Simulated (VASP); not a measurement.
Wanted: the native input for a VASP 6.6.1 run.

* Task: single point
* Functional: LDA
* Potentials or basis: VASP PAW LDA potentials, release 64 (W_sv, C)
* Cutoff: 520 eV
* k mesh: 2 × 2 × 2
* Occupations: fermi-dirac, width 0.36 eV
* Spin: no spin polarisation
* Dipole correction: no
* Further INCAR settings: LREAL = Auto; ALGO = Normal; EDIFF = 1e-06; NBANDS = 86

The structure of WC lies in POSCAR:

```
WC
1.0
   -2.8347300000     -4.9098960000      0.0000000000
    4.2520950000     -2.4549480000      0.0000000000
    0.0000000000      0.0000000000      5.5724000000
W C
8 8
Direct
    0.7335122242      0.5161947481      0.0120773814
    0.7307880502      0.4737398411      0.4740686239
    0.5266061277      0.0146718708     -0.0083088077
    0.5222351490      0.0219881362      0.5090984136
    0.2584550211      0.5162279305     -0.0351195176
    0.2416900761      0.5020175018      0.5020457971
   -0.0100893451     -0.0172151773     -0.0002691838
   -0.0030424124     -0.0200664420      0.4533594143
    0.4870378876      0.6574455442      0.2955997416
    0.5113567740      0.7200117561      0.7440420645
    0.2958323964      0.1749502231      0.2528712942
    0.2815888319      0.1695466139      0.7438087718
    0.0195325183      0.6139019508      0.2225073577
   -0.0167216651      0.6281606113      0.7415117364
    0.7452609583      0.1757048223      0.2201385399
    0.7768767035      0.1796845314      0.7410989879
```

The input as run:

INCAR

```
  ALGO = Normal
  EDIFF = 1E-6
  ENCUT = 520
  GGA = CA
  ISIF = 2
  ISMEAR = -1
  LASPH = T
  LCHARG = F
  LREAL = Auto
  LWAVE = F
  NBANDS = 86
  NELM = 60
  PREC = Accurate
  SIGMA = 0.36
```

KPOINTS

```
k-points
0
Gamma
  2 2 2
```

Potentials or basis: VASP PAW LDA potentials, release 64 (W_sv, C).

Run with:

```bash
$ cat potpaw_LDA.64/W_sv/POTCAR potpaw_LDA.64/C/POTCAR > POTCAR
$ mpirun -np 1 vasp_std > vasp.out
```

Results of the run:

```json
{"Pressure": "40.7 GPa", "Largest force": "9.313 eV/Å", "Band gap on the k mesh": "zero (band 72 reaches 12.62 eV, above the bottom of band 73 at 12.35 eV)"}
```

Caveat: the k points lie up to 0.64 Å⁻¹ apart; spin-orbit coupling is left out, which moves the levels of the heavy elements; forces of over 1 eV/Å act on the atoms, so gaps and moduli don't describe the material at rest.

Run time: 2.9 min on 1 thread of Intel(R) Xeon(R) Platinum 8488C (Sapphire Rapids), on a shared host, peak memory 0.25 GiB.
